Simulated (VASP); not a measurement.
Write the native input for VASP 6.6.1 that does the following.

- Task: single point
- Functional: PBE
- Dispersion: D3(BJ)
- Potentials or basis: VASP PAW PBE potentials, release 64 (C, O)
- Cutoff: 520 eV
- k mesh: 6 × 6 × 1
- Occupations: gaussian, width 0.05 eV
- Spin: no spin polarisation
- Dipole correction: yes
- Further INCAR settings: ALGO = Normal; EDIFF = 1e-06; NBANDS = 42

The structure of C13O lies in POSCAR:

```
C13O
1.0
    3.6900000000      2.1304224933      0.0000000000
   -3.6900000000      2.1304224933      0.0000000000
    0.0000000000      0.0000000000     21.3500000000
C O
13 1
Direct
    0.0000000000      0.0000000000      0.5784543326
    0.3333333333      0.3333333333      0.5784543326
    0.0000000000      0.0000000000      0.4215456674
    0.3333333333      0.0000000000      0.4215456674
    0.3333333333      0.6666666667      0.5784543326
    0.6666666667      1.0000000000      0.5784543326
    0.3333333333      0.6666666667      0.4215456674
    0.6666666667      0.6666666667      0.4215456674
    0.6666666667      0.3333333333      0.5784543326
    1.0000000000      0.6666666667      0.5784543326
    0.6666666667      0.3333333333      0.4215456674
    1.0000000000      0.3333333333      0.4215456674
    0.0732103541      0.2618545816      0.7252454307
    0.2032530316      0.1310274235      0.7534668407
```

These files were run (other wordings do the same):

INCAR

```
SYSTEM = C13O
ALGO = Normal
DIPOL = 0.5 0.5 0.534
EDIFF = 1E-6
ENCUT = 520
GGA = PE
IDIPOL = 3
ISIF = 2
ISMEAR = 0
IVDW = 12
LASPH = .TRUE.
LCHARG = .FALSE.
LDIPOL = .TRUE.
LREAL = .FALSE.
LWAVE = .FALSE.
NBANDS = 42
NELM = 100
PREC = Accurate
SIGMA = 0.05
```

KPOINTS

```
k-points
0
G
  6 6 1
  0 0 0
```

Potentials or basis: VASP PAW PBE potentials, release 64 (C, O).

Command:

```sh
$ cat potpaw_PBE.64/C/POTCAR potpaw_PBE.64/O/POTCAR > POTCAR
$ mpirun -np 1 vasp_std > vasp.out
```

It gave:

* Largest force: 0.943 eV/Å
* Band gap on the k mesh: zero (filled and empty bands touch)
* Dispersion energy per atom: -0.116 eV

It took 4.6 min on 1 thread of Intel(R) Xeon(R) 6975P-C (Granite Rapids), with other jobs on the host, peak memory 0.52 GiB.
